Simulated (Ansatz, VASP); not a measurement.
**Si: VASP beside Ansatz**

```
CELL_PARAMETERS angstrom
-1.62300 1.62706 1.35167
1.61956 -1.62432 1.34404
1.64284 1.64416 -1.34828
ATOMIC_POSITIONS crystal
Si 0.00000 0.00000 0.00000
```

Alike in both runs: task single point; functional r2SCAN; k mesh 9 × 9 × 8; occupations gaussian, width 0.15 eV; no spin polarisation.

|  | VASP | Ansatz |
| --- | --- | --- |
| version | VASP 6.6.1 | Ansatz 0.2.0 |
| potentials or method | VASP PAW PBE potentials, release 64 (Si), cutoff 550 eV | plane waves, PAW |
| valence electrons in the cell | 4 | 4 |

```tsv
	VASP	Ansatz	Ansatz less VASP
pressure (GPa)	-2.7	-2.7	-0.05
traceless stress, the component that is largest in VASP (GPa)	-3.75	-3.76	-0.004
```

VASP's potentials were made for PBE, not for r2SCAN. Ansatz's warnings: stress scf threshold loose.
